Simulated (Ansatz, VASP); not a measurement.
## KTaO3: VASP beside Ansatz

INCAR

```
SYSTEM = KTaO3
ALGO     = Normal         ! electronic algorithm
EDIFF    = 1E-6           ! SCF threshold, eV
ENCUT    = 700            ! plane-wave cutoff, eV
GGA      = PE             ! functional
GGA_COMPAT= .FALSE.      
ISIF     = 2              ! what is computed and relaxed
ISMEAR   = 0              ! smearing method
LASPH    = .TRUE.         ! aspherical terms in the spheres
LCHARG   = .FALSE.        ! write CHGCAR
LREAL    = .FALSE.        ! projectors in reciprocal space
LWAVE    = .FALSE.        ! write WAVECAR
NBANDS   = 28             ! bands
NELM     = 120            ! most SCF steps
PREC     = Accurate       ! precision mode
SIGMA    = 0.1            ! smearing width, eV
```

File KPOINTS:

```
k-points
0
G
  6 6 4
  0 0 0
```

Contents of POSCAR:

```
KTaO3
1.0
    4.5362477600      0.0000000000      0.0000000000
   -2.2681238800      3.9285057900      0.0000000000
    0.0000000000      0.0000000000      5.5517300900
K Ta O
1 1 3
Direct
    0.0000000000      0.0000000000      0.0000000000
    0.0000000000      0.0000000000      0.5000000000
    0.4588575900      0.0000000000      0.0000000000
    0.0000000000      0.4588575900      0.0000000000
    0.5411424100      0.5411424100      0.0000000000
```

Input for Ansatz:

```yaml
crystal:
  lattice:
    - [4.53624776, 0.0, 0.0]
    - [-2.26812388, 3.92850579, 0.0]
    - [0.0, 0.0, 5.55173009]
  atoms:
    - { symbol: K, position: [0.0, 0.0, 0.0] }
    - { symbol: Ta, position: [0.0, 0.0, 0.5] }
    - { symbol: O, position: [0.45885759, 0.0, 0.0] }
    - { symbol: O, position: [0.0, 0.45885759, 0.0] }
    - { symbol: O, position: [0.54114241, 0.54114241, 0.0] }
basis:
  ecutwfc: 420
kpoints:
  mp_grid: { grid: [6, 6, 4] }
hamiltonian:
  xc: pbe
scf:
  occupations: { method: gaussian, width: 0.1 }
  lower_state_search: "off"
output:
  forces: true
  stress: true
  eigenvalues: true
```

Alike in both runs: task single point; functional PBE; k mesh 6 × 6 × 4; occupations gaussian, width 0.1 eV; no spin polarisation.

|  | VASP | Ansatz |
| --- | --- | --- |
| version | VASP 6.6.1 | Ansatz 0.2.0 |
| potentials or method | VASP PAW PBE potentials, release 64 (K_sv, Ta_sv_GW, O), cutoff 700 eV | scalar-relativistic, plane waves, PAW |
| valence electrons in the cell | 40 | 40 |

```csv
,VASP,Ansatz,Ansatz less VASP
gap on the k mesh at the Fermi level (eV),none,none,-
pressure (GPa),4.6,4.0,-0.55
"traceless stress, the component that is largest in VASP (GPa)",-6.48,-6.00,+0.477
rms of the force components (eV/Å),1.241,1.184,-0.0573
```

Atom by atom the forces differ by 0.057 eV/Å (rms over components). A gap of «none» marks a metal or a gap that the smearing closes. With one functional, cell and mesh, what is left measures potentials, basis and numerics.

Neither program's run includes spin-orbit coupling.
